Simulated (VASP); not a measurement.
Write the native input for VASP 6.6.1 that does the following.

```
Task                   : single point
Functional             : LDA
Potentials or basis    : VASP PAW LDA potentials, release 64 (Li_sv, Zn)
Cutoff                 : 520 eV
k mesh                 : 9 × 9 × 9
Occupations            : fermi-dirac, width 0.08 eV
Spin                   : no spin polarisation
Dipole correction      : no
Further INCAR settings : ALGO = Normal; EDIFF = 1e-06; NBANDS = 23
```

The structure of LiZn lies in POSCAR:

```
LiZn
1.0
    0.0000000000      3.0474923842      3.0474923842
    3.0474923842      0.0000000000      3.0474923842
    3.0474923842      3.0474923842      0.0000000000
Li Zn
2 2
Direct
    0.5000000000      0.5000000000      0.5000000000
    0.7500000000      0.7500000000      0.7500000000
    0.0000000000      0.0000000000      0.0000000000
    0.2500000000      0.2500000000      0.2500000000
```

One way to write it, as run:

INCAR

```
PREC = Accurate
ENCUT = 520
EDIFF = 1E-6
ISMEAR = -1
SIGMA = 0.08
LREAL = F
LASPH = T
NELM = 60
ALGO = Normal
ISIF = 2
LWAVE = F
LCHARG = F
GGA = CA
NBANDS = 23
```

KPOINTS

```
Automatic mesh
0
Gamma
  9 9 9
```

Potentials or basis: VASP PAW LDA potentials, release 64 (Li_sv, Zn).

The run is started by

```bash
$ cat potpaw_LDA.64/Li_sv/POTCAR potpaw_LDA.64/Zn/POTCAR > POTCAR
$ mpirun -np 1 vasp_std > vasp.out
```

Results of the run:

* Band gap on the k mesh: zero (bands 15 and 16 overlap by 4.67 eV)

It took 49 s on 1 thread of Intel Xeon 8259CL, on a shared host, peak memory 0.17 GiB.
